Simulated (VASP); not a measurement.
# Al in VASP: a series of runs

Runs on Al. Level: PBEsol. Tasks: relaxation of cell and atoms, single point.

All numbers are computed with VASP 6.6.1; they aren't measurements. Logs are shortened: lines on timing, memory, paths and dates and some standing lists are left out, and cuts for length are marked.

## 1. The cell of the first run

Symmetry: Fm-3m, No. 225, cubic system. The conventional cell has a = 4.050 Å, b = 4.050 Å, c = 4.050 Å, α = 90.00°, β = 90.00°, γ = 90.00°. Within 3.8 Å of Al (site symmetry m-3m) lie 12 Al at 2.86 Å.

## 2. Relaxation of cell and atoms, PBEsol, target pressure 20 GPa, at which the enthalpy is minimised

The input, INCAR:

```
SYSTEM = Al
ALGO = Normal
EDIFF = 1E-6
EDIFFG = -0.02
ENCUT = 600
GGA = PS
IBRION = 2
ISIF = 3
ISMEAR = -1
LASPH = .True.
LCHARG = .False.
LREAL = .False.
LWAVE = .False.
NELM = 100
NSW = 80
PREC = Accurate
PSTRESS = 200.0
SIGMA = 0.05
```

The input, KPOINTS:

```
k-points
0
Gamma
  11 11 11
  0 0 0
```

The input, POSCAR:

```
Al
1.0
    0.0000000000      2.0248050000      2.0248050000
    2.0248050000      0.0000000000      2.0248050000
    2.0248050000      2.0248050000      0.0000000000
Al
1
Direct
    0.0000000000      0.0000000000      0.0000000000
```

Potentials or basis: VASP PAW PBE potentials, release 64 (Al).

On the command line:

```
$ cat potpaw_PBE.64/Al/POTCAR > POTCAR
$ mpirun -np 1 vasp_std > vasp.out
```

OUTCAR:

```text
SYSTEM = Al
   EDIFF = 1E-6
   EDIFFG = -0.02
   ENCUT = 600
   GGA = PS
   IBRION = 2
   ISIF = 3
   ISMEAR = -1
   LASPH = .True.
   LREAL = .False.
   NELM = 100
   NSW = 80
   PREC = Accurate
   PSTRESS = 200.0

 ion  position               nearest neighbor table
   1  0.000  0.000  0.000-

  LATTYP: Found a face centered cubic cell.
 ALAT       =     4.0496100000

  Lattice vectors:

 A1 = (   0.0000000000,   2.0248050000,   2.0248050000)
 A2 = (   2.0248050000,   0.0000000000,   2.0248050000)
 A3 = (   2.0248050000,   2.0248050000,   0.0000000000)

Analysis of symmetry for initial positions (statically):
=====================================================================
 Subroutine PRICEL returns:
 Original cell was already a primitive cell.

 Routine SETGRP: Setting up the symmetry group for a
 face centered cubic supercell.

 Subroutine GETGRP returns: Found 48 space group operations
[... 9 lines left out ...]

 Routine SETGRP: Setting up the symmetry group for a
 face centered cubic supercell.

 Subroutine GETGRP returns: Found 48 space group operations
 (whereof 48 operations were pure point group operations)
 out of a pool of 48 trial point group operations.

The dynamic configuration has the point symmetry O_h .

 Subroutine INISYM returns: Found 48 space group operations
 (whereof 48 operations are pure point group operations),
 and found     1 'primitive' translations

----------------------------------------------------------------------------------------

                                     Primitive cell

  volume of cell :      16.6027

  direct lattice vectors                    reciprocal lattice vectors
     0.000000000  2.024805000  2.024805000    -0.246937359  0.246937359  0.246937359
     2.024805000  0.000000000  2.024805000     0.246937359 -0.246937359  0.246937359
     2.024805000  2.024805000  0.000000000     0.246937359  0.246937359 -0.246937359

  length of vectors
     2.863506692  2.863506692  2.863506692     0.427708053  0.427708053  0.427708053

  position of ions in fractional coordinates (direct lattice)
     0.000000000  0.000000000  0.000000000

  ion indices of the primitive-cell ions
   primitive index   ion index
                 1           1

----------------------------------------------------------------------------------------

 KPOINTS: k-points

Automatic generation of k-mesh.
 Grid dimensions read from file:
 generate k-points for:   11   11   11

 Generating k-lattice:

  Cartesian coordinates                     Fractional coordinates (reciprocal lattice)
    -0.022448851  0.022448851  0.022448851     0.090909091  0.000000000  0.000000000
     0.022448851 -0.022448851  0.022448851     0.000000000  0.090909091  0.000000000
     0.022448851  0.022448851 -0.022448851     0.000000000  0.000000000  0.090909091

  Length of vectors
     0.038882550  0.038882550  0.038882550

  Shift w.r.t. Gamma in fractional coordinates (k-lattice)
     0.000000000  0.000000000  0.000000000

 Subroutine IBZKPT returns following result:
 ===========================================

 Found     56 irreducible k-points:

 Following reciprocal coordinates:
            Coordinates               Weight
  0.000000  0.000000  0.000000      1.000000
  0.090909  0.000000  0.000000      8.000000
  0.181818  0.000000  0.000000      8.000000
  0.272727  0.000000  0.000000      8.000000
  0.363636  0.000000  0.000000      8.000000
  0.454545  0.000000  0.000000      8.000000
[... 16 lines left out ...]
 -0.272727  0.181818  0.000000     24.000000
 -0.181818  0.181818  0.000000     12.000000
 [... further k-points ...]
   k-points           NKPTS =     56   k-points in BZ     NKDIM =     56   number of bands    NBANDS=      5
   number of dos      NEDOS =    301   number of ions     NIONS =      1
   total plane-waves  NPLWV =  13824
   dimension x,y,z NGX =    24 NGY =   24 NGZ =   24
   dimension x,y,z NGXF=    48 NGYF=   48 NGZF=   48
   ions per type =               1
   NGX,Y,Z   is equivalent  to a cutoff of  13.93, 13.93, 13.93 a.u.
   NGXF,Y,Z  is equivalent  to a cutoff of  27.87, 27.87, 27.87 a.u.
 SYSTEM =  Al
   PREC   = accura    normal or accurate (medium, high low for compatibility)
   ISTART =      0    job   : 0-new  1-cont  2-samecut
   ICHARG =      2    charge: 1-file 2-atom 10-const
   ISPIN  =      1    spin polarized calculation?
   LNONCOLLINEAR =      F non collinear calculations
   LSORBIT =      F    spin-orbit coupling
   LASPH  =      T    aspherical Exc in radial PAW
   ENCUT  =  600.0 eV  44.10 Ry    6.64 a.u.   5.72  5.72  5.72*2*pi/ulx,y,z
   NELM   =    100;   NELMIN=  2; NELMDL= -5     # of ELM steps
   EDIFF  = 0.1E-05   stopping-criterion for ELM
   LREAL  =      F    real-space projection
   EDIFFG = -.2E-01   stopping-criterion for IOM
   NSW    =     80    number of steps for IOM
   IBRION =      2    ionic relax: 0-MD 1-quasi-New 2-CG
   NFREE  =      1    steps in history (QN), initial steepest desc. (CG)
   ISIF   =      3    stress and relaxation
   ISYM   =      2    0-nonsym 1-usesym 2-fastsym
   POTIM  = 0.5000    time-step for ionic-motion
   TEBEG  =    0.0;   TEEND  =   0.0 temperature during run
   PSTRESS=  200.0 pullay stress
   NELECT =       3.0000    total number of electrons
   NUPDOWN=      -1.0000    fix difference up-down
   EMIN   =  10.00;   EMAX   =-10.00  energy-range for DOS
   EFERMI =   0.00;   METHOD = LEGACY
   ISMEAR =    -1;   SIGMA  =   0.05  broadening in eV -4-tet -1-fermi 0-gaus
   EFERMI_NEDOS =   21; number of points for ismear=-14 and -15
   IALGO  =     38    algorithm
   IMIX   =      4    mixing-type and parameters
     AMIX     =   0.40;   BMIX     =  1.00
     AMIX_MAG =   1.60;   BMIX_MAG =  1.00
  volume/ion in A,a.u.               =      16.60       112.04
  Fermi-wavevector in a.u.,A,eV,Ry     =   0.925526  1.748991 11.654733  0.856599
  Thomas-Fermi vector in A             =   2.051390
   LORBIT       =      0    0 simple, 1 ext, 2 COOP (PROOUT), +10 PAW based schemes
   GGA     = PS    functional components
   LHFCALC =     F    Hartree Fock is set to
   AEXX    =    0.0000 exact exchange contribution
   IVDW    =     0    specifies the selected vdW correction
   LEPSILON=     F    determine dielectric tensor
   LRPA    =     F    only Hartree local field effects (RPA)
 conjugate gradient relaxation of ions
 non-spin polarized calculation
  energy-cutoff  :      600.00
  volume of cell :       16.60
 maximum number of plane-waves:       564
   NGX = 11   NGY = 11   NGZ = 11

--------------------------------------- Ionic step        1  -------------------------------------------

 number of electron       3.0000000 magnetization

 Free energy of the ion-electron system (eV)
  ---------------------------------------------------
  ext. energy  EPLUGINS =         0.00000000
  ---------------------------------------------------
  free energy    TOTEN  =        -4.09962339 eV

  energy without entropy =       -4.09562677  energy(sigma->0) =       -4.09762508

------------------------ aborting loop because EDIFF is reached ----------------------------------------

  FORCE on cell =-STRESS in cart. coord.  units (eV):
  Direction    XX          YY          ZZ          XY          YZ          ZX
  --------------------------------------------------------------------------------------
  -------------------------------------------------------------------------------------
  Total       -0.1938869     -0.1938869     -0.1938869     -0.0000000     -0.0000000     -0.0000000
  in kB      -18.7102447    -18.7102447    -18.7102447     -0.0000000     -0.0000000     -0.0000000
  external PRESSURE =    -218.7102447 kB  Pullay stress =     200.0000000 kB

 VOLUME and BASIS-vectors are now :
 -----------------------------------------------------------------------------
  energy-cutoff  :      600.00
  volume of cell :       16.60
      direct lattice vectors                 reciprocal lattice vectors
     0.000000000  2.024805000  2.024805000    -0.246937359  0.246937359  0.246937359
     2.024805000  0.000000000  2.024805000     0.246937359 -0.246937359  0.246937359
     2.024805000  2.024805000  0.000000000     0.246937359  0.246937359 -0.246937359
[... 44 lines left out ...]
  FREE ENERGIE OF THE ION-ELECTRON SYSTEM (eV)
  ---------------------------------------------------
  free  energy   TOTEN  =        -3.5348150272 eV

  energy  without entropy=       -3.5321822356  energy(sigma->0) =       -3.53349863

  enthalpy is  TOTEN    =        -2.0704867509 eV   P V=        1.4643282763

--------------------------------------- Ionic step        3  -------------------------------------------

 number of electron       3.0000000 magnetization

 E-fermi :   9.9644     XC(G=0): -10.9348

 val. band max:        9.7736049695   @ k =  -0.4545   0.3636   0.0000
 cond. band min:       9.9919628238   @ k =   0.4545   0.1818   0.0909
 fundamental gap:      0.2183578543
 Fermi energy:         9.9643543711

 k-point     1 :       0.0000    0.0000    0.0000
  band No.  band energies     occupation
      1      -2.4716      2.00000
      2      23.6023      0.00000
      3      23.6023      0.00000
      4      23.6023      0.00000
      5      26.5739      0.00000

 k-point     2 :       0.0909    0.0000    0.0000
  band No.  band energies     occupation
      1      -2.2187      2.00000
      2      20.6466      0.00000
      3      23.1613      0.00000
      4      23.1613      0.00000
      5      26.7850      0.00000

 k-point     3 :       0.1818    0.0000    0.0000
  band No.  band energies     occupation
      1      -1.4634      2.00000
      2      16.6418      0.00000
      3      22.5067      0.00000
      4      22.5067      0.00000
      5      26.3463      0.00000
[... 196 lines left out ...]
  FREE ENERGIE OF THE ION-ELECTRON SYSTEM (eV)
  ---------------------------------------------------
  free  energy   TOTEN  =        -3.9748322671 eV

  energy  without entropy=       -3.9716553000  energy(sigma->0) =       -3.97324378

  enthalpy is  TOTEN    =        -2.2555724229 eV   P V=        1.7192598442

--------------------------------------- Ionic step        4  -------------------------------------------

 number of electron       3.0000000 magnetization

 Free energy of the ion-electron system (eV)
  ---------------------------------------------------
  ext. energy  EPLUGINS =         0.00000000
  ---------------------------------------------------
  free energy    TOTEN  =        -3.96813908 eV

  energy without entropy =       -3.96499828  energy(sigma->0) =       -3.96656868

 E-fermi :  10.0126     XC(G=0): -10.9502

 val. band max:        9.8160678031   @ k =  -0.4545   0.3636   0.0000
 cond. band min:      10.0395043312   @ k =   0.4545   0.1818   0.0909
 fundamental gap:      0.2234365281
 Fermi energy:        10.0126391636

 k-point     1 :       0.0000    0.0000    0.0000
  band No.  band energies     occupation
      1      -2.4541      2.00000
      2      23.6741      0.00000
      3      23.6741      0.00000
      4      23.6741      0.00000
      5      26.6810      0.00000

 k-point     2 :       0.0909    0.0000    0.0000
  band No.  band energies     occupation
      1      -2.2006      2.00000
      2      20.7166      0.00000
      3      23.2365      0.00000
      4      23.2365      0.00000
      5      26.8806      0.00000

 k-point     3 :       0.1818    0.0000    0.0000
  band No.  band energies     occupation
      1      -1.4433      2.00000
      2      16.7039      0.00000
      3      22.5837      0.00000
      4      22.5837      0.00000
      5      26.4366      0.00000
[... 190 lines left out ...]
 POSITION                                       TOTAL-FORCE (eV/Angst)
 -----------------------------------------------------------------------------------
      0.00000      0.00000      0.00000         0.000000      0.000000      0.000000
 -----------------------------------------------------------------------------------
    total drift:                               -0.000000      0.000000     -0.000000

  FREE ENERGIE OF THE ION-ELECTRON SYSTEM (eV)
  ---------------------------------------------------
  free  energy   TOTEN  =        -3.9681390823 eV

  energy  without entropy=       -3.9649982777  energy(sigma->0) =       -3.96656868

  enthalpy is  TOTEN    =        -2.2557227959 eV   P V=        1.7124162864

 reached required accuracy - stopping structural energy minimisation
```

Run time: 25 s. Hardware: 1 thread of AMD EPYC 7R13, shared host; peak memory 0.11 GiB.

What came out:

```yaml
Free_energy: -3.9681 eV
Relaxed_volume: 13.72 Å³/atom
Relaxed_cell: a = 2.687 Å, b = 2.687 Å, c = 2.687 Å, α = 60.00°, β = 60.00°, γ = 60.00°
Space_group_after_relaxing_to_0.05_Å: Fm-3m (No. 225)
Energy_change_on_relaxing_the_enthalpy_is_what_falls: +131.5 meV/atom
Ionic_steps: 4
Pressure_after_relaxing: 19.9 GPa
```

The path:
```
step  energy change (eV)  largest force (eV/Å)  pressure (GPa)  volume (Å³)
   1              0.0000                0.0000           -1.87        16.60
   2              0.5648                0.0000           53.91        11.73
   3              0.1248                0.0000           19.24        13.77
   4              0.1315                0.0000           19.89        13.72
```

Final structure:
```yaml
crystal:
  lattice:
    - [0.00000, 1.90000, 1.90000]
    - [1.90000, 0.00000, 1.90000]
    - [1.90000, 1.90000, 0.00000]
  atoms:
    - { symbol: Al, position: [0.00000, 0.00000, 0.00000] }
```

Levels at points of the mesh, in eV from the Fermi level:
```
           k point  band 1  band 2  band 3  band 4  band 5
(0.00, 0.00, 0.00)  -12.47   13.66   13.66   13.66   16.67
```

Caveat: the cell is relaxed towards a set pressure, so the enthalpy falls and the energy may rise; the volume moved by over 15 % at a fixed basis, so the end points are rough; the PAW data sets were made with another functional, which shifts forces and pressure a little.

## 3. Relaxation of cell and atoms, PBEsol, target pressure 30 GPa, at which the enthalpy is minimised

The input, INCAR:

```
SYSTEM = Al
PREC = Accurate
ENCUT = 600
EDIFF = 1E-7
ISMEAR = -1
SIGMA = 0.05
LREAL = .False.
LASPH = .True.
NELM = 60
ALGO = Normal
ISIF = 3
LWAVE = .False.
LCHARG = .False.
GGA = PS
IBRION = 2
NSW = 80
EDIFFG = -0.02
PSTRESS = 300.0
```

The input, KPOINTS:

```
Automatic mesh
0
Gamma
  11 11 11
  0 0 0
```

POSCAR is that of step 2.

Potentials or basis: VASP PAW PBE potentials, release 64 (Al).

On the command line:

```
$ cat potpaw_PBE.64/Al/POTCAR > POTCAR
$ mpirun -np 1 vasp_std > vasp.out
```

Wall time 39 s (1 thread of AMD EPYC 7R13, shared host); peak memory 0.11 GiB.

The run converged. Its results:

```
Free energy                                            : -3.8528 eV
Relaxed volume                                         : 12.97 Å³/atom
Relaxed cell                                           : a = 2.637 Å, b = 2.637 Å, c = 2.637 Å, α = 60.00°, β = 60.00°, γ = 60.00°
Space group after relaxing (to 0.05 Å)                 : Fm-3m (No. 225)
Energy change on relaxing (the enthalpy is what falls) : +246.8 meV/atom
Ionic steps                                            : 7
Pressure after relaxing                                : 30.0 GPa
```

Step by step:
```csv
step,energy change (eV),largest force (eV/Å),pressure (GPa),volume (Å³)
1,0.0000,0.0000,-1.87,16.60
2,1.5214,0.0000,117.62,9.86
3,0.2110,0.0000,27.02,13.17
4,0.2387,0.0000,29.34,13.01
5,0.2509,0.0000,30.35,12.95
6,0.2421,0.0000,29.62,13.00
7,0.2468,0.0000,30.00,12.97
```

Final structure:
```
Al
1.0
     0.00000    1.86485    1.86485
     1.86485    0.00000    1.86485
     1.86485    1.86485    0.00000
Al
1
Direct
  0.00000 0.00000 0.00000
```

Levels at points of the mesh, in eV from the Fermi level:
```csv
k point,band 1,band 2,band 3,band 4,band 5
"(0.00, 0.00, 0.00)",-12.90,14.00,14.00,14.00,17.51
```

Caveat: the cell is relaxed towards a set pressure, so the enthalpy falls and the energy may rise; the volume moved by over 15 % at a fixed basis, so the end points are rough; the PAW data sets were made with another functional, which shifts forces and pressure a little.

## 4. Single point, PBEsol

This run uses another cell than the first one, of the same volume but with other edges.

The input, INCAR:

```
SYSTEM = Al
PREC     = Accurate       ! precision mode
ENCUT    = 520            ! plane-wave cutoff, eV
EDIFF    = 1E-7           ! SCF threshold, eV
ISMEAR   = -1             ! smearing method
SIGMA    = 0.05           ! smearing width, eV
LREAL    = .FALSE.        ! projectors in reciprocal space
LASPH    = .TRUE.         ! aspherical terms in the spheres
NELM     = 60             ! most SCF steps
ALGO     = Normal         ! electronic algorithm
ISIF     = 2              ! what is computed and relaxed
LWAVE    = .FALSE.        ! write WAVECAR
LCHARG   = .TRUE.         ! write CHGCAR
GGA      = PS             ! functional
LELF     = .TRUE.         ! ELF
LVHAR    = .TRUE.       
NBANDS   = 8              ! bands
```

The input, KPOINTS:

```
regular mesh
0
G
  11 11 11
  0 0 0
```

The input, POSCAR:

```
Al
1.0
   -0.0404961000      2.0248050000      2.0248050000
    2.0248050000     -0.0404961000      2.0248050000
    1.9843089000      1.9843089000      0.0000000000
Al
1
Direct
    0.0000000000      0.0000000000      0.0000000000
```

On the command line:

```
$ cat potpaw_PBE.64/Al/POTCAR > POTCAR
$ mpirun -np 1 vasp_std > vasp.out
```

Wall time 66 s (1 thread of AMD EPYC 7R13, shared host); peak memory 0.12 GiB.

Results (log left out):

* Free energy: -4.0976 eV
* Pressure: -1.7 GPa

Stress tensor (GPa, compression positive):
```
-1.80  1.83  0.00
 1.83 -1.80  0.00
 0.00  0.00 -1.56
```

Levels at points of the mesh, in eV from the Fermi level:
| k point | band 1 | band 2 | band 3 | band 4 | band 5 |
| --- | --- | --- | --- | --- | --- |
| (0.00, 0.00, 0.00) | -11.12 | 11.92 | 12.49 | 13.18 | 13.31 |

Caveat: the PAW data sets were made with another functional, which shifts forces and pressure a little.

## 5. Overview

```tsv
task	cell	cutoff (eV)	gap on the mesh (eV)	pressure (GPa)
relaxation of cell and atoms	relaxed to 20 GPa from a = 2.864 Å, angles 60.0°, 1 atom	600	none	19.9
relaxation of cell and atoms	relaxed to 30 GPa from a = 2.864 Å, angles 60.0°, 1 atom	600	none	30.0
single point	a = 2.864, b = 2.864, c = 2.806 Å, angles 60.7, 60.7, 61.3°, 1 atom	520	none	-1.7
```

Alike in all rows: level PBEsol; potentials or basis VASP PAW PBE potentials, release 64 (Al); no spin polarisation; k mesh 11 × 11 × 11; smearing fermi-dirac 0.05 eV.

Caveats: the PAW data sets were made with another functional, which shifts forces and pressure a little; the cell is relaxed towards a set pressure, so the enthalpy falls and the energy may rise (some runs); the volume moved by over 15 % at a fixed basis, so the end points are rough (some runs).

Absolute energies hang on the potentials; compare differences alone.
